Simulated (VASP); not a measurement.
## Si8Ge13: single point with PBE

Si8Ge13:

```
CELL_PARAMETERS angstrom
7.56016 0.18965 -0.06618
0.18965 7.81616 0.11962
-0.06618 0.11962 8.06280
ATOMIC_POSITIONS crystal
Ge 0.43232 0.58007 0.65791
Ge 0.57200 0.59386 0.02647
Ge 0.18475 0.09125 0.57908
Ge 0.25360 0.73837 0.11735
Ge 0.26410 0.30584 0.31301
Ge 0.20224 0.74783 0.46572
Ge 0.90337 0.63651 0.10885
Ge 0.00595 0.96239 0.21468
Ge 0.85481 0.78462 0.80848
Ge 0.16965 0.21123 0.03028
Ge 0.76224 0.62204 0.57746
Ge 0.31810 0.97922 0.87309
Ge 0.41812 0.31742 0.84443
Si 0.01799 0.42619 0.84536
Si 0.87625 0.14079 0.69026
Si 0.58128 0.23712 0.42223
Si 0.03873 0.37231 0.49313
Si 0.81161 0.33009 0.27082
Si 0.69118 0.19184 0.96735
Si 0.77688 0.94004 0.40344
Si 0.48575 0.60533 0.37808
```

| Property | Result |
| --- | --- |
| Program | VASP 6.6.1 |
| Task | single point |
| Functional | PBE |
| Potentials or basis | VASP PAW PBE potentials, release 64 (Ge_d, Si) |
| Cutoff | 520 eV |
| k mesh | 1 × 1 × 1, shifted |
| Occupations | fermi-dirac, width 0.2585 eV |
| Spin | no spin polarisation |

```
Pressure      : -1.2 GPa
Largest force : 2.185 eV/Å
```

Forces on the atoms (eV/Å):
```
Ge  -0.379  0.154  1.792
Ge  -0.345 -0.289  0.061
Ge   0.098 -1.139  0.014
Ge  -0.300 -0.555 -0.371
Ge   1.460 -0.098 -0.547
Ge  -0.733  0.232  0.400
Ge   0.680 -0.082  0.178
Ge   0.246  0.377 -0.561
Ge   0.281  0.815  0.993
Ge  -0.294  0.379  0.617
Ge   0.162 -0.133 -1.619
Ge   0.551 -0.431 -0.342
Ge   0.172  0.319 -0.266
Si  -0.595 -0.034 -0.317
Si  -0.533 -0.022  0.065
Si  -0.054 -0.884  0.714
Si  -1.460  1.086  0.951
Si   0.283  0.391 -0.968
Si   1.066  0.072 -0.059
Si  -1.474 -0.139  1.113
Si   1.168 -0.018 -1.847
```

Stress tensor (GPa, compression positive):
```
 0.96  1.29  0.40
 1.29 -3.92 -0.38
 0.40 -0.38 -0.51
```

Levels at points of the mesh, in eV from the Fermi level:
```
           k point  band 104  band 105  band 106  band 107  band 108  band 109  band 110  band 111
(0.25, 0.25, 0.25)     -0.63     -0.41     -0.31     -0.07      0.11      0.27      0.50      0.66
```

Run time: 4.2 min on 1 thread of Intel Xeon 8259CL, with other jobs on the host, peak memory 0.45 GiB.

Caveat: the k points lie up to 0.83 Å⁻¹ apart, too coarse for converged energies, forces and pressures; the atoms stand as in a frame of molecular dynamics; so wide a smearing shifts energies and pressures.
